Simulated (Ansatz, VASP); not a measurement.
One calculation of Pb, two programs

File POSCAR:

```
Pb
1.0
    0.0000000000      2.5075897876      2.5075897876
    2.5075897876      0.0000000000      2.5075897876
    2.5075897876      2.5075897876      0.0000000000
Pb
1
Direct
    0.0000000000      0.0000000000      0.0000000000
```

Contents of INCAR.step1:

```
PREC = Accurate ; ENCUT = 520
ISMEAR = -1 ; SIGMA = 0.05
LREAL = False ; LASPH = True
NELM = 60 ; NBANDS = 13
GGA = PE ; ALGO = Normal
EDIFF = 1E-4 ; LWAVE = True
LCHARG = False
```

INCAR.step2

```
PREC = Accurate ; ENCUT = 520
EDIFF = 1E-7 ; ISMEAR = -1
SIGMA = 0.05 ; LREAL = False
LASPH = True ; NELM = 60
ALGO = Normal ; ISIF = 2
LWAVE = False ; LCHARG = False
METAGGA = R2SCAN ; LMIXTAU = True
IVDW = 13 ; VDW_S6 = 1.0
VDW_S8 = 0.6018749 ; VDW_A1 = 0.51559235
VDW_A2 = 5.77342911 ; NBANDS = 13
ISTART = 1
```

Contents of KPOINTS:

```
regular mesh
0
Gamma
  9 9 9
```

File input.yaml:

```yaml
crystal:
  lattice:
    - [0.0, 2.5075897876, 2.5075897876]
    - [2.5075897876, 0.0, 2.5075897876]
    - [2.5075897876, 2.5075897876, 0.0]
  atoms:
    - { symbol: Pb, position: [0.0, 0.0, 0.0] }
hamiltonian:
  xc: r2scan
  pseudopotentials: { kind: paw }
  dispersion: d4
kpoints:
  mp_grid: { grid: [9, 9, 9] }
scf:
  occupations: { method: fermi_dirac, width: 0.05 }
output:
  forces: true
  stress: true
  eigenvalues: true
```

Alike in both runs: task single point; functional r2SCAN; dispersion D4; k mesh 9 × 9 × 9; occupations fermi-dirac, width 0.05 eV; no spin polarisation.

|  | VASP | Ansatz |
| --- | --- | --- |
| version | VASP 6.6.1 | Ansatz 0.2.0 |
| potentials or method | VASP PAW PBE potentials, release 64 (Pb_d) | Ansatz PAW |
| plane-wave cutoff (eV) | 520 | 500 |
| valence electrons in the cell | 14 | 14 |

```tsv
	VASP	Ansatz	Ansatz less VASP
gap on the k mesh at the Fermi level (eV)	none	none	-
pressure (GPa)	-1.3	-1.3	+0.01
```

VASP's potentials were made for PBE, not for r2SCAN. A gap of «none» marks a metal or a gap that the smearing closes.

Spin-orbit coupling is off throughout.
